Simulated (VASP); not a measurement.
# Si (I4_1/amd) in VASP: notebook

The runs below take Si through single point, with PBE, HSE06.

Everything below comes from runs of VASP 6.6.1. Logs are shortened: lines on timing, memory, paths and dates and some standing lists are left out, and cuts for length are marked.

### Step 1. The cell of the first run

Symmetry: I4_1/amd, No. 141, tetragonal system. The conventional cell has a = 3.850 Å, b = 3.850 Å, c = 5.499 Å, α = 90.00°, β = 90.00°, γ = 90.00°. Si (site symmetry -4m2) has 4 Si at 2.37 Å within 3.1 Å.

### Step 2. Single point, PBE (uniaxial z strain +1.0%)

INCAR reads:

```
ALGO = Normal
EDIFF = 1E-6
ENCUT = 520
GGA = PE
ISIF = 2
ISMEAR = -1
LASPH = T
LCHARG = F
LREAL = F
LWAVE = F
NBANDS = 11
NELM = 80
PREC = Accurate
SIGMA = 0.02
```

KPOINTS reads:

```
k-points
0
Gamma
  8 8 8
```

POSCAR reads:

```
Si
1.0
    0.0000000000      2.7221188956      2.7493400846
    2.7221188956      0.0000000000      2.7493400846
    2.7221188956      2.7221188956      0.0000000000
Si
2
Direct
    0.0000000000      0.0000000000      0.0000000000
    0.2500000000      0.2500000000      0.2500000000
```

Potentials or basis: VASP PAW PBE potentials, release 64 (Si).

Run with:

```sh
$ cat potpaw_PBE.64/Si/POTCAR > POTCAR
$ mpirun -np 1 vasp_std > vasp.out
```

OUTCAR:

```text
EDIFF = 1E-6
   ENCUT = 520
   GGA = PE
   ISIF = 2
   ISMEAR = -1
   LASPH = T
   LREAL = F
   NELM = 80
   PREC = Accurate

 ion  position               nearest neighbor table
   1  0.000  0.000  0.000-   2 2.37   2 2.37   2 2.37   2 2.37
   2  0.250  0.250  0.250-   1 2.37   1 2.37   1 2.37   1 2.37

  LATTYP: Found a body centered tetragonal cell.
 ALAT       =     3.8496574605
 C/A-ratio  =     1.4283556980

  Lattice vectors:

 A1 = (  -2.7221188956,   0.0000000000,   2.7493400846)
 A2 = (   2.7221188956,   0.0000000000,   2.7493400846)
 A3 = (   0.0000000000,   2.7221188956,  -2.7493400846)

Analysis of symmetry for initial positions (statically):
=====================================================================
 Subroutine PRICEL returns:
 Original cell was already a primitive cell.

 Routine SETGRP: Setting up the symmetry group for a
 body centered tetragonal supercell.

 Subroutine GETGRP returns: Found 16 space group operations
 (whereof  8 operations were pure point group operations)
 out of a pool of 16 trial point group operations.

The static configuration has the point symmetry D_2d.
 The point group associated with its full space group is D_4h.

Analysis of symmetry for dynamics (positions and initial velocities):
=====================================================================
 Subroutine PRICEL returns:
 Original cell was already a primitive cell.

 Routine SETGRP: Setting up the symmetry group for a
 body centered tetragonal supercell.

 Subroutine GETGRP returns: Found 16 space group operations
 (whereof  8 operations were pure point group operations)
 out of a pool of 16 trial point group operations.

The dynamic configuration has the point symmetry D_2d.
 The point group associated with its full space group is D_4h.

 Subroutine INISYM returns: Found 16 space group operations
 (whereof  8 operations are pure point group operations),
 and found     1 'primitive' translations

----------------------------------------------------------------------------------------

                                     Primitive cell

  volume of cell :      40.7448

  direct lattice vectors                    reciprocal lattice vectors
     0.000000000  2.722118896  2.749340085    -0.183680441  0.183680441  0.181861823
     2.722118896  0.000000000  2.749340085     0.183680441 -0.183680441  0.181861823
     2.722118896  2.722118896  0.000000000     0.183680441  0.183680441 -0.181861823

  length of vectors
     3.868953629  3.868953629  3.849657461     0.317097354  0.317097354  0.317097354

  position of ions in fractional coordinates (direct lattice)
     0.000000000  0.000000000  0.000000000
     0.250000000  0.250000000  0.250000000

  ion indices of the primitive-cell ions
   primitive index   ion index
                 1           1
                 2           2

----------------------------------------------------------------------------------------

 KPOINTS: k-points

Automatic generation of k-mesh.
 Grid dimensions read from file:
 generate k-points for:    8    8    8

 Generating k-lattice:

  Cartesian coordinates                     Fractional coordinates (reciprocal lattice)
    -0.022960055  0.022960055  0.022732728     0.125000000  0.000000000  0.000000000
     0.022960055 -0.022960055  0.022732728     0.000000000  0.125000000  0.000000000
     0.022960055  0.022960055 -0.022732728    -0.000000000 -0.000000000  0.125000000

  Length of vectors
     0.039637169  0.039637169  0.039637169

  Shift w.r.t. Gamma in fractional coordinates (k-lattice)
     0.000000000  0.000000000  0.000000000

 Subroutine IBZKPT returns following result:
 ===========================================

 Found     59 irreducible k-points:

 Following reciprocal coordinates:
            Coordinates               Weight
  0.000000  0.000000  0.000000      1.000000
  0.125000  0.000000  0.000000      8.000000
  0.250000  0.000000  0.000000      8.000000
  0.375000  0.000000  0.000000      8.000000
  0.500000  0.000000  0.000000      4.000000
  0.125000  0.125000  0.000000      2.000000
[... 16 lines left out ...]
  0.250000  0.000000  0.125000     16.000000
  0.375000  0.000000  0.125000     16.000000
 [... further k-points ...]
   k-points           NKPTS =     59   k-points in BZ     NKDIM =     59   number of bands    NBANDS=     11
   number of dos      NEDOS =    301   number of ions     NIONS =      2
   total plane-waves  NPLWV =  27000
   dimension x,y,z NGX =    30 NGY =   30 NGZ =   30
   dimension x,y,z NGXF=    60 NGYF=   60 NGZF=   60
   ions per type =               2
   NGX,Y,Z   is equivalent  to a cutoff of  12.89, 12.89, 12.96 a.u.
   NGXF,Y,Z  is equivalent  to a cutoff of  25.78, 25.78, 25.91 a.u.
 SYSTEM =  unknown system
   PREC   = accura    normal or accurate (medium, high low for compatibility)
   ISTART =      0    job   : 0-new  1-cont  2-samecut
   ICHARG =      2    charge: 1-file 2-atom 10-const
   ISPIN  =      1    spin polarized calculation?
   LNONCOLLINEAR =      F non collinear calculations
   LSORBIT =      F    spin-orbit coupling
   LASPH  =      T    aspherical Exc in radial PAW
   ENCUT  =  520.0 eV  38.22 Ry    6.18 a.u.   7.19  7.19  7.16*2*pi/ulx,y,z
   NELM   =     80;   NELMIN=  2; NELMDL= -5     # of ELM steps
   EDIFF  = 0.1E-05   stopping-criterion for ELM
   LREAL  =      F    real-space projection
   EDIFFG = 0.1E-04   stopping-criterion for IOM
   NSW    =      0    number of steps for IOM
   IBRION =     -1    ionic relax: 0-MD 1-quasi-New 2-CG
   NFREE  =      0    steps in history (QN), initial steepest desc. (CG)
   ISIF   =      2    stress and relaxation
   ISYM   =      2    0-nonsym 1-usesym 2-fastsym
   POTIM  = 0.5000    time-step for ionic-motion
   TEBEG  =    0.0;   TEEND  =   0.0 temperature during run
   PSTRESS=    0.0 pullay stress
   NELECT =       8.0000    total number of electrons
   NUPDOWN=      -1.0000    fix difference up-down
   EMIN   =  10.00;   EMAX   =-10.00  energy-range for DOS
   EFERMI =   0.00;   METHOD = LEGACY
   ISMEAR =    -1;   SIGMA  =   0.02  broadening in eV -4-tet -1-fermi 0-gaus
   EFERMI_NEDOS =   21; number of points for ismear=-14 and -15
   IALGO  =     38    algorithm
   IMIX   =      4    mixing-type and parameters
     AMIX     =   0.40;   BMIX     =  1.00
     AMIX_MAG =   1.60;   BMIX_MAG =  1.00
  volume/ion in A,a.u.               =      20.37       137.48
  Fermi-wavevector in a.u.,A,eV,Ry     =   0.951511  1.798096 12.318358  0.905374
  Thomas-Fermi vector in A             =   2.079988
   LORBIT       =      0    0 simple, 1 ext, 2 COOP (PROOUT), +10 PAW based schemes
   GGA     = PE    functional components
   LHFCALC =     F    Hartree Fock is set to
   AEXX    =    0.0000 exact exchange contribution
   IVDW    =     0    specifies the selected vdW correction
   LEPSILON=     F    determine dielectric tensor
   LRPA    =     F    only Hartree local field effects (RPA)
 non-spin polarized calculation
  energy-cutoff  :      520.00
  volume of cell :       40.74
 maximum number of plane-waves:      1113
 NGX is ok and might be reduce to    30
   NGX = 15   NGY = 15   NGZ = 15

 number of electron       8.0000001 magnetization

 Free energy of the ion-electron system (eV)
  ---------------------------------------------------
  ext. energy  EPLUGINS =         0.00000000
  ---------------------------------------------------
  free energy    TOTEN  =       -10.84511749 eV

  energy without entropy =      -10.84511749  energy(sigma->0) =      -10.84511749

 E-fermi :   5.9646     XC(G=0):  -9.3404

 val. band max:        5.6759816900   @ k =   0.0000   0.0000   0.0000
 cond. band min:       6.2673865902   @ k =   0.3750   0.0000   0.3750
 fundamental gap:      0.5914049002
 Fermi energy:         5.9645809209

 k-point     1 :       0.0000    0.0000    0.0000
  band No.  band energies     occupation
      1      -6.1862      2.00000
      2       5.6055      2.00000
      3       5.6760      2.00000
      4       5.6760      2.00000
      5       8.1987      0.00000
      6       8.1987      0.00000
      7       8.2352      0.00000
      8       8.8250      0.00000
      9      13.2729      0.00000
     10      13.4523      0.00000
     11      13.5433      0.00000

 k-point     2 :       0.1250    0.0000    0.0000
  band No.  band energies     occupation
      1      -5.9852      2.00000
      2       4.0604      2.00000
      3       5.3418      2.00000
      4       5.3968      2.00000
      5       8.1043      0.00000
      6       8.6184      0.00000
      7       8.6382      0.00000
      8      10.2145      0.00000
      9      12.8182      0.00000
     10      12.9586      0.00000
     11      14.3210      0.00000

 k-point     3 :       0.2500    0.0000    0.0000
  band No.  band energies     occupation
      1      -5.3988      2.00000
      2       1.7599      2.00000
      3       4.8688      2.00000
      4       4.9415      2.00000
      5       7.6215      0.00000
      6       9.1342      0.00000
      7       9.1577      0.00000
      8      12.4283      0.00000
      9      12.8224      0.00000
     10      12.8624      0.00000
     11      14.5955      0.00000

 k-point     4 :       0.3750    0.0000    0.0000
  band No.  band energies     occupation
      1      -4.5210      2.00000
      2      -0.2303      2.00000
      3       4.5379      2.00000
      4       4.6257      2.00000
      5       7.2562      0.00000
      6       9.0749      0.00000
      7       9.1384      0.00000
      8      13.4987      0.00000
      9      14.1735      0.00000
     10      14.2192      0.00000
     11      15.1997      0.00000
[... 239 lines left out ...]
 k-point    22 :       0.1250    0.0000    0.1250
  band No.  band energies     occupation
      1      -5.9158      2.00000
      2       4.3248      2.00000
      3       4.8266      2.00000
      4       4.8708      2.00000
      5       7.6494      0.00000
      6       9.2966      0.00000
      7       9.3751      0.00000
      8       9.9010      0.00000
      9      12.1962      0.00000
     10      13.6177      0.00000
     11      14.6266      0.00000

 k-point    23 :       0.2500    0.0000    0.1250
  band No.  band energies     occupation
      1      -5.4528      2.00000
      2       2.4469      2.00000
      3       4.3371      2.00000
      4       4.4375      2.00000
      5       7.7747      0.00000
      6       9.2935      0.00000
      7      10.0876      0.00000
      8      10.4067      0.00000
      9      13.0680      0.00000
     10      13.8006      0.00000
     11      15.6044      0.00000

 k-point    24 :       0.3750    0.0000    0.1250
  band No.  band energies     occupation
      1      -4.6505      2.00000
      2       0.4136      2.00000
      3       3.8558      2.00000
      4       4.0760      2.00000
      5       7.8609      0.00000
      6       9.2785      0.00000
      7      10.0858      0.00000
      8      11.0731      0.00000
      9      14.9315      0.00000
     10      14.9497      0.00000
     11      15.5020      0.00000

 [... further k-points ...]
[... 5 lines left out ...]
  --------------------------------------------------------------------------------------
  -------------------------------------------------------------------------------------
  Total        0.1630490      0.1630490     -0.0853725      0.0000000      0.0000000      0.0000000
  in kB        6.4114471      6.4114471     -3.3570370      0.0000000      0.0000000      0.0000000
  external PRESSURE =       3.1552858 kB  Pullay stress =       0.0000000 kB

 VOLUME and BASIS-vectors are now :
 -----------------------------------------------------------------------------
  energy-cutoff  :      520.00
  volume of cell :       40.74
      direct lattice vectors                 reciprocal lattice vectors
     0.000000000  2.722118896  2.749340085    -0.183680441  0.183680441  0.181861823
     2.722118896  0.000000000  2.749340085     0.183680441 -0.183680441  0.181861823
     2.722118896  2.722118896  0.000000000     0.183680441  0.183680441 -0.181861823

 POSITION                                       TOTAL-FORCE (eV/Angst)
 -----------------------------------------------------------------------------------
      0.00000      0.00000      0.00000         0.000000      0.000000     -0.000000
      1.36106      1.36106      1.37467         0.000000      0.000000      0.000000
 -----------------------------------------------------------------------------------
    total drift:                               -0.000000     -0.000000     -0.000000

  FREE ENERGIE OF THE ION-ELECTRON SYSTEM (eV)
  ---------------------------------------------------
  free  energy   TOTEN  =       -10.8451174913 eV

  energy  without entropy=      -10.8451174886  energy(sigma->0) =      -10.84511749
```

Run time: 19 s. Hardware: 1 thread of Intel Xeon 6975P-C, shared host; peak memory 0.17 GiB.

Results:

* Free energy: -10.8451 eV
* Pressure: 0.3 GPa
* Band gap on the k mesh: 0.59 eV, indirect (least direct gap 2.52 eV)

Levels at points of the mesh, in eV from the valence-band top:
| k point | band 1 | band 2 | band 3 | band 4 | band 5 | band 6 | band 7 | band 8 | band 9 |
| --- | --- | --- | --- | --- | --- | --- | --- | --- | --- |
| (0.00, 0.00, 0.00) | -11.86 | -0.07 | 0.00 | 0.00 | 2.52 | 2.52 | 2.56 | 3.15 | 7.60 |
| (0.50, 0.00, 0.00) | -9.57 | -6.91 | -1.25 | -1.16 | 1.45 | 3.29 | 3.36 | 7.68 | 10.43 |
| (0.50, 0.50, 0.00) | -7.82 | -7.82 | -2.78 | -2.78 | 0.77 | 0.77 | 9.95 | 9.95 | 10.87 |
| (0.50, 0.00, 0.50) | -7.76 | -7.76 | -2.85 | -2.85 | 0.69 | 0.69 | 9.92 | 9.92 | 10.92 |

Caveat: the cell differs from its parent crystal (uniaxial z strain +1.0%). A k mesh can miss the band edges.

(Part 1 of 2 ends here.)
